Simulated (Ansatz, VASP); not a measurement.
**SiC: VASP beside Ansatz**

INCAR

```
SYSTEM = SiC
PREC = Accurate ; ENCUT = 600
EDIFF = 1E-6 ; ISMEAR = -1
SIGMA = 0.05 ; LREAL = .FALSE.
LASPH = .TRUE. ; NELM = 60
ALGO = Normal ; ISIF = 3
LWAVE = .FALSE. ; LCHARG = .FALSE.
GGA = RE ; IVDW = 13
IBRION = 2 ; NSW = 60
EDIFFG = -0.01
```

The input KPOINTS:

```
Automatic mesh
0
G
  10 10 2
  0 0 0
```

The input POSCAR:

```
SiC
1.0
    3.0950000000      0.0000000000      0.0000000000
   -1.5475000000      2.6803486247      0.0000000000
    0.0000000000      0.0000000000     15.1700000000
Si C
6 6
Direct
    0.6666666667      0.3333333333      0.4583000000
    0.3333333333      0.6666666667      0.9583000000
    0.6666666667      0.3333333333      0.7917000000
    0.3333333333      0.6666666667      0.2917000000
    0.0000000000      0.0000000000      0.6250000000
    0.0000000000      0.0000000000      0.1250000000
    0.6666666667      0.3333333333      0.3333000000
    0.3333333333      0.6666666667      0.8333000000
    0.6666666667      0.3333333333      0.6667000000
    0.3333333333      0.6666666667      0.1667000000
    0.0000000000      0.0000000000      0.5000000000
    0.0000000000      0.0000000000      0.0000000000
```

input.yaml

```yaml
crystal:
  lattice:
    - [3.095, 0.0, 0.0]
    - [-1.5475, 2.6803486247, 0.0]
    - [0.0, 0.0, 15.17]
  atoms:
    - { symbol: Si, position: [0.6666666667, 0.3333333333, 0.4583] }
    - { symbol: Si, position: [0.3333333333, 0.6666666667, 0.9583] }
    - { symbol: Si, position: [0.6666666667, 0.3333333333, 0.7917] }
    - { symbol: Si, position: [0.3333333333, 0.6666666667, 0.2917] }
    - { symbol: Si, position: [0.0, 0.0, 0.625] }
    - { symbol: Si, position: [0.0, 0.0, 0.125] }
    - { symbol: C, position: [0.6666666667, 0.3333333333, 0.3333] }
    - { symbol: C, position: [0.3333333333, 0.6666666667, 0.8333] }
    - { symbol: C, position: [0.6666666667, 0.3333333333, 0.6667] }
    - { symbol: C, position: [0.3333333333, 0.6666666667, 0.1667] }
    - { symbol: C, position: [0.0, 0.0, 0.5] }
    - { symbol: C, position: [0.0, 0.0, 0.0] }
hamiltonian:
  xc: revpbe
  pseudopotentials: { kind: paw }
  dispersion: d4
kpoints:
  mp_grid: { grid: [10, 10, 2] }
scf:
  occupations: { method: fermi_dirac, width: 0.05 }
output:
  forces: true
  stress: true
  eigenvalues: true
  write_density: true
  write_potential: true
  elf: true
  volumetric_format: npy
relax:
  f_tol: 0.01
  max_steps: 40
  cell: { stress_tol: 0.05 }
```

Alike in both runs: task relaxation of cell and atoms; functional revPBE; dispersion D4; k mesh 10 × 10 × 2; occupations fermi-dirac, width 0.05 eV; no spin polarisation.

|  | VASP | Ansatz |
| --- | --- | --- |
| version | VASP 6.6.1 | Ansatz 0.2.0 |
| potentials or method | VASP PAW PBE potentials, release 64 (Si, C) | Ansatz PAW |
| plane-wave cutoff (eV) | 600 | 420 |
| valence electrons in the cell | 48 | 48 |

```csv
,VASP,Ansatz,Ansatz less VASP
"gap on the k mesh at the Fermi level, each at its own relaxed structure (eV)",2.03,2.03,+0.004
relaxed volume (Å³/atom),10.16,10.19,+0.027
relaxed cell length with the largest relative difference (Å),15.022,15.036,+0.0137
```

VASP's potentials were made for PBE, not for revPBE.

Noted on Ansatz's run: the plane-wave basis is chosen anew once the cell has moved, so the energies of steps on either side of that aren't comparable.
